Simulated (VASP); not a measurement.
Set up this calculation in VASP 6.6.1, as the native input.

* Task: single point
* Functional: HSE06
* Potentials or basis: VASP PAW PBE potentials, release 64 (Be, S)
* Cutoff: 520 eV
* k mesh: 6 × 6 × 6
* Occupations: gaussian, width 0.01 eV
* Spin: no spin polarisation
* Dipole correction: no
* Grid for exact exchange (PRECFOCK): Normal
* Further INCAR settings: ALGO = Normal; EDIFF = 1e-07; NBANDS = 11
* Share of exact exchange: 0.25
* Screening parameter: 0.2079 1/Å

The system is BeS.

```
Be S
1.0
     0.00000    2.38562    2.38562
     2.38562    0.00000    2.38562
     2.38562    2.38562    0.00000
Be S
1 1
Direct
  0.00000 0.00000 0.00000
  0.25000 0.25000 0.25000
```

This cell differs from its parent crystal: strain -2.0%.

The input as run:

POSCAR

```
BeS
1.0
    0.0000000000      2.3856201057      2.3856201057
    2.3856201057      0.0000000000      2.3856201057
    2.3856201057      2.3856201057      0.0000000000
Be S
1 1
Direct
    0.0000000000      0.0000000000      0.0000000000
    0.2500000000      0.2500000000      0.2500000000
```

INCAR.step1

```
PREC = Accurate
ENCUT = 520
EDIFF = 1E-5
ISMEAR = 0
SIGMA = 0.01
LREAL = F
LASPH = T
NELM = 60
ALGO = Normal
ISIF = 2
LWAVE = T
LCHARG = F
NBANDS = 11
GGA = PE
```

INCAR.step2

```
PREC = Accurate
ENCUT = 520
EDIFF = 1E-7
ISMEAR = 0
SIGMA = 0.01
LREAL = F
LASPH = T
NELM = 60
ALGO = Normal
ISIF = 2
LWAVE = F
LCHARG = F
GGA = PE
LHFCALC = T
HFSCREEN = 0.2079
PRECFOCK = Normal
NBANDS = 11
ISTART = 1
```

KPOINTS

```
regular mesh
0
Gamma
  6 6 6
```

Potentials or basis: VASP PAW PBE potentials, release 64 (Be, S).

Launch:

```console
$ cat potpaw_PBE.64/Be/POTCAR potpaw_PBE.64/S/POTCAR > POTCAR
$ cp INCAR.step1 INCAR
$ mpirun -np 1 vasp_std > vasp.out
$ cp INCAR.step2 INCAR
$ mpirun -np 1 vasp_std > vasp.out
```

It gave:

| Item | Value |
| --- | --- |
| Pressure | 5.4 GPa |
| Band gap on the k mesh | 3.93 eV (least direct gap 6.84 eV) |

Caveat: the cell differs from its parent crystal (strain -2.0%); the cell stands under pressure; the PAW data sets were made with another functional, which shifts forces and pressure a little.

It took 8 min on 1 thread of Intel(R) Xeon(R) Platinum 8259CL CPU @ 2.50GHz (Skylake/Cascade Lake) (shared host), peak memory 0.25 GiB.
